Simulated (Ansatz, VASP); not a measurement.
**WC in VASP and in Ansatz**

```
W C
1.0
     2.90650    0.00000    0.00000
    -1.45325    2.51710    0.00000
     0.00000    0.00000    2.83660
W C
1 1
Direct
  0.00000 0.00000 0.00000
  0.66667 0.33333 0.50000
```

Alike in both runs: functional PBEsol; k mesh 10 × 10 × 9; occupations fermi-dirac, width 0.05 eV; no spin polarisation; Hubbard terms W d U = 4.0 eV.

|  | VASP | Ansatz |
| --- | --- | --- |
| version | VASP 6.6.1 | Ansatz 0.2.0 |
| potentials or method | VASP PAW PBE potentials, release 64 (W_sv, C), cutoff 520 eV | all-electron LAPW, scalar-relativistic |
| task | single point | density of states |

|  | VASP | Ansatz | Ansatz less VASP |
| --- | --- | --- | --- |
| gap on the k mesh at the Fermi level (eV) | none | none | - |
| pressure (GPa) | 6.7 | -2.9 | -9.54 |
| traceless stress, the component that is largest in VASP (GPa) | 0.28 | -1.51 | -1.787 |

VASP's potentials were made for PBE, not for PBEsol. The programs project onto different local orbitals, so the same U acts differently, and such runs can settle in different states. A gap of «none» marks a metal or a gap that the smearing closes. Ansatz ran all-electron here, and VASP with PAW potentials.

Spin-orbit coupling is off throughout. Noted on Ansatz's run: U is the effective U less J, on atomic orbitals that reach past the spheres.
